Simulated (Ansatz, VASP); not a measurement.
## One calculation of Al, two programs

```xyz
2
Lattice="2.8098 0.0000 0.0000 -1.4049 2.4334 0.0000 0.0000 0.0000 4.9351" Properties=species:S:1:pos:R:3 pbc="T T T"
Al    1.4049    0.8111    3.7013
Al    0.0000    1.6222    1.2338
```

Alike in both runs: task single point; functional PBEsol; k mesh 18 × 18 × 10; occupations gaussian, width 0.15 eV; no spin polarisation.

|  | VASP | Ansatz |
| --- | --- | --- |
| version | VASP 6.6.1 | Ansatz 0.2.0 |
| potentials or method | VASP PAW PBE potentials, release 64 (Al), cutoff 520 eV | scalar-relativistic, plane waves, PAW |
| valence electrons in the cell | 6 | 6 |

VASP gave:

| Quantity | Value |
| --- | --- |
| gap on the k mesh at the Fermi level (eV) | none |
| pressure (GPa) | -2.0 |
| traceless stress, the component that is largest in VASP (GPa) | -2.03 |

Problem. What did Ansatz give for the same quantities?

Solution. gap on the k mesh at the Fermi level (eV): none; pressure (GPa): -2.1; traceless stress, the component that is largest in VASP (GPa): -2.01.

VASP's potentials were made for PBE, not for PBEsol, and Ansatz warns of the same on its side. A gap of «none» marks a metal or a gap that the smearing closes.
